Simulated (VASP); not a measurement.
# WSe2 in VASP: further runs, part 2 of 2

VASP 6.6.1. The steps go on from the part before.

**4. Single point, PBEsol (atoms displaced along a vibrational mode)**

Contents of INCAR:

```
  ALGO = Normal
  EDIFF = 1E-7
  ENCUT = 520
  GGA = PS
  ISIF = 2
  ISMEAR = 0
  LASPH = True
  LCHARG = False
  LREAL = False
  LWAVE = False
  NBANDS = 49
  NELM = 100
  PREC = Accurate
  SIGMA = 0.05
```

Contents of KPOINTS:

```
k-points
0
Gamma
  12 12 1
```

Contents of POSCAR:

```
WSe2
1.0
    3.2709028869      0.0000000000      0.0000000000
   -1.6354514434      2.8326849934      0.0000000000
    0.0000000000      0.0000000000     29.1847510368
W Se
3 6
Direct
    0.6666666667      0.3333333333      0.0000000000
    0.3333333333      0.6666666667      0.7734741613
    0.3333333333      0.6666666667      0.2265258387
    0.3333333333      0.6666666667      0.0594248357
    0.6666666667      0.3333333333      0.8299443493
    0.6666666667      0.3333333333      0.2829522294
    0.3333333333      0.6666666667      0.9405751643
    0.6666666667      0.3333333333      0.7170477706
    0.6666666667      0.3333333333      0.1700556507
```

Potentials or basis: VASP PAW PBE potentials, release 64 (W_sv, Se).

Started as:

```
$ cat potpaw_PBE.64/W_sv/POTCAR potpaw_PBE.64/Se/POTCAR > POTCAR
$ mpirun -np 1 vasp_std > vasp.out
```

OUTCAR:

```text
EDIFF = 1E-7
   ENCUT = 520
   GGA = PS
   ISIF = 2
   ISMEAR = 0
   LASPH = True
   LREAL = False
   NELM = 100
   PREC = Accurate

 ion  position               nearest neighbor table
   1  0.667  0.333  0.000-   4 2.56   7 2.56   4 2.56   7 2.56   4 2.56   7 2.56
   2  0.333  0.667  0.773-   8 2.51   8 2.51   8 2.51   5 2.51   5 2.51   5 2.51
   3  0.333  0.667  0.227-   6 2.51   6 2.51   6 2.51   9 2.51   9 2.51   9 2.51
   4  0.333  0.667  0.059-   1 2.56   1 2.56   1 2.56
   5  0.667  0.333  0.830-   2 2.51   2 2.51   2 2.51
   6  0.667  0.333  0.283-   3 2.51   3 2.51   3 2.51
   7  0.333  0.667  0.941-   1 2.56   1 2.56   1 2.56
   8  0.667  0.333  0.717-   2 2.51   2 2.51   2 2.51
   9  0.667  0.333  0.170-   3 2.51   3 2.51   3 2.51

  LATTYP: Found a hexagonal cell.
 ALAT       =     3.2709028869
 C/A-ratio  =     8.9225366958

  Lattice vectors:

 A1 = (   3.2709028869,   0.0000000000,   0.0000000000)
 A2 = (  -1.6354514434,   2.8326849934,   0.0000000000)
 A3 = (   0.0000000000,   0.0000000000,  29.1847510368)

Analysis of symmetry for initial positions (statically):
=====================================================================
 Subroutine PRICEL returns:
 Original cell was already a primitive cell.

 Routine SETGRP: Setting up the symmetry group for a
 hexagonal supercell.

 Subroutine GETGRP returns: Found 12 space group operations
 (whereof 12 operations were pure point group operations)
 out of a pool of 24 trial point group operations.

The static configuration has the point symmetry D_3h.

Analysis of symmetry for dynamics (positions and initial velocities):
=====================================================================
[... 138 lines left out ...]
     AMIX_MAG =   1.60;   BMIX_MAG =  1.00
  volume/ion in A,a.u.               =      30.05       202.76
  Fermi-wavevector in a.u.,A,eV,Ry     =   1.081681  2.044080 15.919266  1.170033
  Thomas-Fermi vector in A             =   2.217703
   LORBIT       =      0    0 simple, 1 ext, 2 COOP (PROOUT), +10 PAW based schemes
   GGA     = PS    functional components
   LHFCALC =     F    Hartree Fock is set to
   AEXX    =    0.0000 exact exchange contribution
   IVDW    =     0    specifies the selected vdW correction
   LEPSILON=     F    determine dielectric tensor
   LRPA    =     F    only Hartree local field effects (RPA)
 non-spin polarized calculation
 Gauss-broadening in eV      SIGMA  =   0.05
  energy-cutoff  :      520.00
  volume of cell :      270.41
 maximum number of plane-waves:      7344
   NGX = 13   NGY = 13   NGZ =109

 number of electron      77.9999993 magnetization

 Free energy of the ion-electron system (eV)
  ---------------------------------------------------
  ext. energy  EPLUGINS =         0.00000000
  ---------------------------------------------------
  free energy    TOTEN  =       -69.70198716 eV

  energy without entropy =      -69.70198716  energy(sigma->0) =      -69.70198716

 E-fermi :   2.6365     XC(G=0):  -7.6698

 val. band max:        2.3595228315   @ k =   0.3333   0.3333   0.0000
 cond. band min:       3.5853845864   @ k =   0.1667   0.1667   0.0000
 fundamental gap:      1.2258617549
 Fermi energy:         2.6365177635

 k-point     1 :       0.0000    0.0000    0.0000
  band No.  band energies     occupation
      1     -71.7035      2.00000
      2     -71.7035      2.00000
      3     -71.6932      2.00000
      4     -35.9798      2.00000
      5     -35.9798      2.00000
      6     -35.9352      2.00000
[... 977 lines left out ...]
     48       5.8830      0.00000
     49       6.9979      0.00000

------------------------ aborting loop because EDIFF is reached ----------------------------------------

  FORCE on cell =-STRESS in cart. coord.  units (eV):
  Direction    XX          YY          ZZ          XY          YZ          ZX
  --------------------------------------------------------------------------------------
  -------------------------------------------------------------------------------------
  Total        0.4160833      0.4160833      0.3754060      0.0000000      0.0000000     -0.0000000
  in kB        2.4652951      2.4652951      2.2242824      0.0000000      0.0000000     -0.0000000
  external PRESSURE =       2.3849575 kB  Pullay stress =       0.0000000 kB

 VOLUME and BASIS-vectors are now :
 -----------------------------------------------------------------------------
  energy-cutoff  :      520.00
  volume of cell :      270.41
      direct lattice vectors                 reciprocal lattice vectors
     3.270902887  0.000000000  0.000000000     0.305725983  0.176510979  0.000000000
    -1.635451443  2.832684993  0.000000000     0.000000000  0.353021957  0.000000000
     0.000000000  0.000000000 29.184751037     0.000000000  0.000000000  0.034264469

 POSITION                                       TOTAL-FORCE (eV/Angst)
 -----------------------------------------------------------------------------------
      1.63545      0.94423      0.00000        -0.000000     -0.000000     -0.000000
     -0.00000      1.88846     22.57365         0.000000     -0.000000     -0.014219
     -0.00000      1.88846      6.61110         0.000000     -0.000000      0.014219
     -0.00000      1.88846      1.73430        -0.000000      0.000000     -0.931104
      1.63545      0.94423     24.22172        -0.000000     -0.000000      0.546829
      1.63545      0.94423      8.25789         0.000000     -0.000000      0.537938
     -0.00000      1.88846     27.45045         0.000000      0.000000      0.931104
      1.63545      0.94423     20.92686        -0.000000      0.000000     -0.537938
      1.63545      0.94423      4.96303         0.000000     -0.000000     -0.546829
 -----------------------------------------------------------------------------------
    total drift:                                0.000000     -0.000000      0.000000

  FREE ENERGIE OF THE ION-ELECTRON SYSTEM (eV)
  ---------------------------------------------------
  free  energy   TOTEN  =       -69.7019871611 eV

  energy  without entropy=      -69.7019871611  energy(sigma->0) =      -69.70198716
```

stdout:

```text
POSCAR found type information on POSCAR W Se
 POSCAR found :  2 types and       9 ions
 scaLAPACK will be used
 -----------------------------------------------------------------------------
|                                                                             |
|                                                                             |
|     You enforced a specific xc type in the INCAR file but a different       |
|     I HOPE YOU KNOW WHAT YOU ARE DOING!                                     |
|                                                                             |
 -----------------------------------------------------------------------------

 LDA part: xc-table for (Slater+PW92), standard interpolation
 POSCAR, INCAR and KPOINTS ok, starting setup
 FFT: planning ... GRIDC
 FFT: planning ... GRID_SOFT
 FFT: planning ... GRID
 WAVECAR not read
 entering main loop
```

Run time: 5.9 min. Hardware: 1 thread of Intel Xeon Platinum 8488C (Sapphire Rapids), shared host; peak memory 0.47 GiB.

Results:

```yaml
Free_energy: -69.7020 eV
Largest_force: 0.931 eV/Å
Band_gap_on_the_k_mesh: 1.23 eV (least direct gap 1.47 eV)
```

Forces on the atoms (eV/Å):
```
W    0.000  0.000  0.000
W    0.000  0.000 -0.014
W    0.000  0.000  0.014
Se   0.000  0.000 -0.931
Se   0.000  0.000  0.547
Se   0.000  0.000  0.538
Se   0.000  0.000  0.931
Se   0.000  0.000 -0.538
Se   0.000  0.000 -0.547
```

Caveat: the cell differs from its parent crystal (atoms displaced along a vibrational mode); there is no dipole correction, which matters where the two faces differ; the PAW data sets were made with another functional, which shifts forces and pressure a little; spin-orbit coupling is left out, which moves the levels of the heavy elements.

**5. Summary**

| cell | gap on the mesh (eV) | largest force (eV/Å) |
| --- | --- | --- |
| as given, atomic positions A | 1.11 | 1.77 |
| as given, atomic positions B | 1.06 | 1.88 |
| as given, atomic positions C | 1.23 | 0.93 |

Alike in all rows: task single point; level PBEsol; potentials or basis VASP PAW PBE potentials, release 64 (W_sv, Se); no spin polarisation; k mesh 12 × 12 × 1; cutoff (eV) 520; smearing gaussian 0.05 eV.

Caveats: there is no dipole correction, which matters where the two faces differ; the PAW data sets were made with another functional, which shifts forces and pressure a little; spin-orbit coupling is left out, which moves the levels of the heavy elements.

Total energies depend on the potentials used, so only differences within one code and one set of settings carry meaning.
